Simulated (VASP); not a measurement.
# AlRu in VASP: single point with PBE

Aim: the single point of AlRu with PBE.

Everything below comes from runs of VASP 6.6.1. Logs are shortened: lines on timing, memory, paths and dates and some standing lists are left out, and cuts for length are marked.

**1. The cell of the first run**

The cell holds a slab with vacuum, 6 atoms: a = 3.004 Å, b = 4.249 Å, c = 20.249 Å, α = 90.00°, β = 90.00°, γ = 90.00°.

**2. Single point, PBE**

Contents of POSCAR:

```
AlRu
1.0
    3.0043569640      0.0000000000      0.0000000000
    0.0000000000      4.2488023648      0.0000000000
    0.0000000000      0.0000000000     20.2488000000
Ru Al
3 3
Direct
    0.7500000000      0.2500000000      0.3950850825
    0.7500000000      0.7500000000      0.5000000000
    0.7500000000      0.2500000000      0.6049149175
    0.2500000000      0.7500000000      0.3950850825
    0.2500000000      0.2500000000      0.5000000000
    0.2500000000      0.7500000000      0.6049149175
```

Contents of INCAR.step1:

```
SYSTEM = AlRu
ALGO = Normal
DIPOL = 0.5 0.5 0.500
EDIFF = 1E-6
ENCUT = 520
GGA = PE
IDIPOL = 3
ISIF = 2
ISMEAR = -1
LASPH = .TRUE.
LCHARG = .TRUE.
LDIPOL = .TRUE.
LMAXMIX = 4
LREAL = .FALSE.
LWAVE = .FALSE.
NBANDS = 34
NELM = 60
PREC = Accurate
SIGMA = 0.1
```

Contents of KPOINTS.step1:

```
k-points
0
G
  12 9 1
  0 0 0
```

Contents of INCAR.step2:

```
SYSTEM = AlRu
ALGO = Normal
DIPOL = 0.5 0.5 0.500
EDIFF = 1E-6
ENCUT = 520
GGA = PE
ICHARG = 11
IDIPOL = 3
ISIF = 2
ISMEAR = -5
LASPH = .TRUE.
LCHARG = .FALSE.
LDIPOL = .TRUE.
LMAXMIX = 4
LORBIT = 11
LREAL = .FALSE.
LWAVE = .FALSE.
NEDOS = 2001
NELM = 60
PREC = Accurate
SIGMA = 0.1
```

Contents of KPOINTS.step2:

```
k-points
0
G
  18 14 1
  0 0 0
```

Potentials or basis: VASP PAW PBE potentials, release 64 (Ru_pv, Al).

On the command line:

```
$ cat potpaw_PBE.64/Ru_pv/POTCAR potpaw_PBE.64/Al/POTCAR > POTCAR
$ cp INCAR.step1 INCAR
$ cp KPOINTS.step1 KPOINTS
$ mpirun -np 1 vasp_std > vasp.out
$ cp INCAR.step2 INCAR
$ cp KPOINTS.step2 KPOINTS
$ mpirun -np 1 vasp_std > vasp.out
```

OUTCAR:

```text
SYSTEM = AlRu
   EDIFF = 1E-6
   ENCUT = 520
   GGA = PE
   ICHARG = 11
   ISIF = 2
   ISMEAR = -5
   LASPH = .TRUE.
   LORBIT = 11
   LREAL = .FALSE.
   NELM = 60
   PREC = Accurate

 ion  position               nearest neighbor table
   1  0.750  0.250  0.395-   5 2.60   5 2.60   4 2.60   4 2.60   4 2.60   4 2.60   2 3.00   2 3.00

   2  0.750  0.750  0.500-   4 2.60   6 2.60   4 2.60   6 2.60   5 2.60   5 2.60   5 2.60   5 2.60
                             1 3.00   1 3.00   3 3.00   3 3.00
   3  0.750  0.250  0.605-   5 2.60   5 2.60   6 2.60   6 2.60   6 2.60   6 2.60   2 3.00   2 3.00

   4  0.250  0.750  0.395-   2 2.60   2 2.60   1 2.60   1 2.60   1 2.60   1 2.60   5 3.00   5 3.00

   5  0.250  0.250  0.500-   1 2.60   3 2.60   1 2.60   3 2.60   2 2.60   2 2.60   2 2.60   2 2.60
                             6 3.00   4 3.00   4 3.00   6 3.00
   6  0.250  0.750  0.605-   2 2.60   2 2.60   3 2.60   3 2.60   3 2.60   3 2.60   5 3.00   5 3.00

  LATTYP: Found a simple orthorhombic cell.
 ALAT       =     3.0043569640
 B/A-ratio  =     1.4142135624
 C/A-ratio  =     6.7398116278

  Lattice vectors:

 A1 = (   3.0043569640,   0.0000000000,   0.0000000000)
 A2 = (   0.0000000000,   4.2488023648,   0.0000000000)
 A3 = (   0.0000000000,   0.0000000000,  20.2488000000)

Analysis of symmetry for initial positions (statically):
=====================================================================
 Subroutine PRICEL returns:
 Original cell was already a primitive cell.

 Routine SETGRP: Setting up the symmetry group for a
 simple orthorhombic supercell.

 Subroutine GETGRP returns: Found  8 space group operations
 (whereof  2 operations were pure point group operations)
 out of a pool of  8 trial point group operations.

The static configuration has the point symmetry C_1h.
 The point group associated with its full space group is D_2h.

Analysis of symmetry for dynamics (positions and initial velocities):
=====================================================================
 Subroutine PRICEL returns:
 Original cell was already a primitive cell.

 Routine SETGRP: Setting up the symmetry group for a
 simple orthorhombic supercell.

 Subroutine GETGRP returns: Found  8 space group operations
 (whereof  2 operations were pure point group operations)
 out of a pool of  8 trial point group operations.

The dynamic configuration has the point symmetry C_1h.
 The point group associated with its full space group is D_2h.

 Subroutine INISYM returns: Found  8 space group operations
 (whereof  2 operations are pure point group operations),
 and found     1 'primitive' translations

----------------------------------------------------------------------------------------

                                     Primitive cell

  volume of cell :     258.4743

  direct lattice vectors                    reciprocal lattice vectors
     3.004356964  0.000000000  0.000000000     0.332849928  0.000000000  0.000000000
     0.000000000  4.248802365  0.000000000     0.000000000  0.235360441  0.000000000
     0.000000000  0.000000000 20.248800000     0.000000000  0.000000000  0.049385643

  length of vectors
     3.004356964  4.248802365 20.248800000     0.332849928  0.235360441  0.049385643

  position of ions in fractional coordinates (direct lattice)
     0.750000000  0.250000000  0.395085083
     0.750000000  0.750000000  0.500000000
     0.750000000  0.250000000  0.604914917
     0.250000000  0.750000000  0.395085083
     0.250000000  0.250000000  0.500000000
     0.250000000  0.750000000  0.604914917

  ion indices of the primitive-cell ions
   primitive index   ion index
                 1           1
                 2           2
                 3           3
                 4           4
                 5           5
                 6           6

----------------------------------------------------------------------------------------

 KPOINTS: k-points

Automatic generation of k-mesh.
 Grid dimensions read from file:
 generate k-points for:   18   14    1

 Generating k-lattice:

  Cartesian coordinates                     Fractional coordinates (reciprocal lattice)
     0.018491663  0.000000000  0.000000000     0.055555556  0.000000000  0.000000000
     0.000000000  0.016811460  0.000000000     0.000000000  0.071428571  0.000000000
     0.000000000  0.000000000  0.049385643     0.000000000  0.000000000  1.000000000

  Length of vectors
     0.018491663  0.016811460  0.049385643

  Shift w.r.t. Gamma in fractional coordinates (k-lattice)
     0.000000000  0.000000000  0.000000000

 TETIRR: Found    756 inequivalent tetrahedra from     1512

 Subroutine IBZKPT returns following result:
 ===========================================

 Found     80 irreducible k-points:

 Following reciprocal coordinates:
            Coordinates               Weight
  0.000000  0.000000  0.000000      1.000000
  0.055556  0.000000  0.000000      2.000000
  0.111111  0.000000  0.000000      2.000000
  0.166667  0.000000  0.000000      2.000000
  0.222222  0.000000  0.000000      2.000000
  0.277778  0.000000  0.000000      2.000000
[... 16 lines left out ...]
  0.111111  0.142857  0.000000      4.000000
  0.166667  0.142857  0.000000      4.000000
 [... further k-points ...]
   k-points           NKPTS =     80   k-points in BZ     NKDIM =     80   number of bands    NBANDS=     30
   number of dos      NEDOS =   2001   number of ions     NIONS =      6
   total plane-waves  NPLWV = 122880
   dimension x,y,z NGX =    24 NGY =   32 NGZ =  160
   dimension x,y,z NGXF=    48 NGYF=   64 NGZF=  320
   ions per type =               3   3
   NGX,Y,Z   is equivalent  to a cutoff of  13.28, 12.52, 13.14 a.u.
   NGXF,Y,Z  is equivalent  to a cutoff of  26.56, 25.04, 26.27 a.u.
 SYSTEM =  AlRu
   PREC   = accura    normal or accurate (medium, high low for compatibility)
   ISTART =      0    job   : 0-new  1-cont  2-samecut
   ICHARG =     11    charge: 1-file 2-atom 10-const
   ISPIN  =      1    spin polarized calculation?
   LNONCOLLINEAR =      F non collinear calculations
   LSORBIT =      F    spin-orbit coupling
   LASPH  =      T    aspherical Exc in radial PAW
   ENCUT  =  520.0 eV  38.22 Ry    6.18 a.u.   5.59  7.90 37.65*2*pi/ulx,y,z
   NELM   =     60;   NELMIN=  2; NELMDL=  0     # of ELM steps
   EDIFF  = 0.1E-05   stopping-criterion for ELM
   LREAL  =      F    real-space projection
   EDIFFG = 0.1E-04   stopping-criterion for IOM
   NSW    =      0    number of steps for IOM
   IBRION =     -1    ionic relax: 0-MD 1-quasi-New 2-CG
   NFREE  =      0    steps in history (QN), initial steepest desc. (CG)
   ISIF   =      2    stress and relaxation
   ISYM   =      2    0-nonsym 1-usesym 2-fastsym
   POTIM  = 0.5000    time-step for ionic-motion
   TEBEG  =    0.0;   TEEND  =   0.0 temperature during run
   PSTRESS=    0.0 pullay stress
   NELECT =      51.0000    total number of electrons
   NUPDOWN=      -1.0000    fix difference up-down
   EMIN   =  10.00;   EMAX   =-10.00  energy-range for DOS
   EFERMI =   0.00;   METHOD = LEGACY
   ISMEAR =    -5;   SIGMA  =   0.10  broadening in eV -4-tet -1-fermi 0-gaus
   EFERMI_NEDOS =   21; number of points for ismear=-14 and -15
   IALGO  =     38    algorithm
   IMIX   =      4    mixing-type and parameters
     AMIX     =   0.40;   BMIX     =  1.00
     AMIX_MAG =   1.60;   BMIX_MAG =  1.00
  volume/ion in A,a.u.               =      43.08       290.71
  Fermi-wavevector in a.u.,A,eV,Ry     =   0.953072  1.801045 12.358804  0.908346
  Thomas-Fermi vector in A             =   2.081693
   LORBIT       =     11    0 simple, 1 ext, 2 COOP (PROOUT), +10 PAW based schemes
   GGA     = PE    functional components
   LHFCALC =     F    Hartree Fock is set to
   AEXX    =    0.0000 exact exchange contribution
   IVDW    =     0    specifies the selected vdW correction
   LEPSILON=     F    determine dielectric tensor
   LRPA    =     F    only Hartree local field effects (RPA)
 non-spin polarized calculation
 Fermi weights with tetrahedron method with Bloechl corrections
  energy-cutoff  :      520.00
  volume of cell :      258.47
 maximum number of plane-waves:      6996
 NGX is ok and might be reduce to    24

 number of electron      50.9999996 magnetization

 dipolmoment           0.000000      0.000000      0.000000 electrons x Angstroem

 Free energy of the ion-electron system (eV)
  ---------------------------------------------------
  ext. energy  EPLUGINS =         0.00000000
  ---------------------------------------------------
  free energy    TOTEN  =       -39.23771297 eV

  energy without entropy =      -39.23771297  energy(sigma->0) =      -39.23771297

 E-fermi :   0.1869     XC(G=0):  -4.9343

 val. band max:        0.1745131378   @ k =   0.1111   0.3571   0.0000
 cond. band min:       0.1629640366   @ k =   0.1111   0.2857   0.0000
 fundamental gap:     -0.0115491012
 Fermi energy:         0.1869359352

 k-point     1 :       0.0000    0.0000    0.0000
  band No.  band energies     occupation
      1     -41.8095      2.00000
      2     -41.7814      2.00000
      3     -41.6531      2.00000
      4     -41.6105      2.00000
      5     -41.5864      2.00000
      6     -41.5518      2.00000
[... 22 lines left out ...]
     29       0.5491      0.00000
     30       3.1319      0.00000
[... 728 lines left out ...]
  band No.  band energies     occupation
      1     -41.8077      2.00000
      2     -41.7767      2.00000
      3     -41.7016      2.00000
      4     -41.6014      2.00000
      5     -41.5881      2.00000
      6     -41.5769      2.00000
[... 22 lines left out ...]
     29       1.5022      0.00000
     30       3.2150      0.00000

 [... further k-points ...]

------------------------ aborting loop because EDIFF is reached ----------------------------------------

 vacuum level on the upper side and lower side of the slab       (xc-potential included)        -0.065        -0.065

  FORCE on cell =-STRESS in cart. coord.  units (eV):
  Direction    XX          YY          ZZ          XY          YZ          ZX
  --------------------------------------------------------------------------------------
  -------------------------------------------------------------------------------------
  Total       -4.3304364     -6.1069583     -1.7896706      0.0000000      0.0000000      0.0000000
  in kB      -26.8426197    -37.8545582    -11.0934421      0.0000000      0.0000000      0.0000000
  external PRESSURE =     -25.2635400 kB  Pullay stress =       0.0000000 kB

 VOLUME and BASIS-vectors are now :
 -----------------------------------------------------------------------------
  energy-cutoff  :      520.00
  volume of cell :      258.47
      direct lattice vectors                 reciprocal lattice vectors
     3.004356964  0.000000000  0.000000000     0.332849928  0.000000000  0.000000000
     0.000000000  4.248802365  0.000000000     0.000000000  0.235360441  0.000000000
     0.000000000  0.000000000 20.248800000     0.000000000  0.000000000  0.049385643

 POSITION                                       TOTAL-FORCE (eV/Angst)
 -----------------------------------------------------------------------------------
      2.25327      1.06220      8.00000        -0.000000     -0.000000      0.235947
      2.25327      3.18660     10.12440         0.000000     -0.000000      0.000000
      2.25327      1.06220     12.24880         0.000000      0.000000     -0.235947
      0.75109      3.18660      8.00000         0.000000      0.000000      0.121499
      0.75109      1.06220     10.12440         0.000000     -0.000000      0.000000
      0.75109      3.18660     12.24880         0.000000     -0.000000     -0.121499
 -----------------------------------------------------------------------------------
    total drift:                                0.000000      0.000000     -0.000000

  FREE ENERGIE OF THE ION-ELECTRON SYSTEM (eV)
  ---------------------------------------------------
  free  energy   TOTEN  =       -39.2377129746 eV

  energy  without entropy=      -39.2377129746  energy(sigma->0) =      -39.23771297

 vacuum level on the upper side and lower side of the slab         4.851         4.851

 total charge

# of ion       s       p       d       tot
------------------------------------------
    1        0.308   6.168   6.142  12.619
    2        0.325   6.232   6.203  12.759
    3        0.308   6.168   6.142  12.619
    4        0.426   0.367   0.000   0.793
    5        0.388   0.408   0.000   0.796
    6        0.426   0.367   0.000   0.793
--------------------------------------------------
tot          2.181  19.710  18.487  40.378
```

Wall time 11 min (1 thread of Intel Xeon Platinum 8488C (Sapphire Rapids), shared host); peak memory 0.66 GiB.

Results:

```
Valence electrons inside the program's atomic spheres : Ru 12.62, 12.76 (each value once); Al 0.79, 0.80 (each value once)
```

Caveat: tetrahedron occupations give inexact forces and stress in metals.
